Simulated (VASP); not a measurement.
Wanted: the native input for a VASP 6.6.1 run.

| Item | Value |
| --- | --- |
| Task | relaxation of cell and atoms |
| Functional | PBEsol |
| Potentials or basis | VASP PAW PBE potentials, release 64 (C) |
| Cutoff | 600 eV |
| k mesh | 9 × 9 × 8 |
| Occupations | gaussian, width 0.1 eV |
| Spin | no spin polarisation |
| Dipole correction | no |
| Further INCAR settings | ALGO = Normal; EDIFF = 1e-07; IBRION = 2; EDIFFG = -0.04; NSW = 90; ISIF = 3 |

The structure of C lies in POSCAR:

```
C
1.0
    2.3928760052      0.0000000000      0.0000000000
   -1.1964380026      2.0722914086      0.0000000000
    0.0000000000      0.0000000000      2.2358435174
C
1
Direct
    0.0000000000      0.0000000000      0.0000000000
```

One way to write it, as run:

INCAR

```
SYSTEM = C
ALGO = Normal ; EDIFF = 1E-7
EDIFFG = -0.04 ; ENCUT = 600
GGA = PS ; IBRION = 2
ISIF = 3 ; ISMEAR = 0
LASPH = .TRUE. ; LCHARG = .FALSE.
LREAL = .FALSE. ; LWAVE = .FALSE.
NELM = 100 ; NSW = 90
PREC = Accurate ; SIGMA = 0.1
```

KPOINTS

```
k-points
0
G
  9 9 8
  0 0 0
```

Potentials or basis: VASP PAW PBE potentials, release 64 (C).

Launch:

```sh
$ cat potpaw_PBE.64/C/POTCAR > POTCAR
$ mpirun -np 1 vasp_std > vasp.out
```

Results of the run:

```
Relaxed volume                         : 5.47 Å³/atom
Relaxed cell                           : a = 2.000 Å, b = 2.000 Å, c = 1.580 Å, α = 90.00°, β = 90.00°, γ = 120.00°
Space group after relaxing (to 0.05 Å) : P6/mmm (No. 191)
Energy gained by relaxing              : 1996.8 meV/atom
Ionic steps                            : 16
Pressure after relaxing                : -0.8 GPa
Band gap on the k mesh                 : zero (band 2 reaches 18.91 eV, above the bottom of band 3 at 2.94 eV)
```

Caveat: the volume moved by over 15 % at a fixed basis, so the end points are rough; the PAW data sets were made with another functional, which shifts forces and pressure a little.

Wall time 38 s on 1 thread of AMD EPYC 7R43 64-Core Processor (Zen 3) (shared host), peak memory 0.1 GiB.
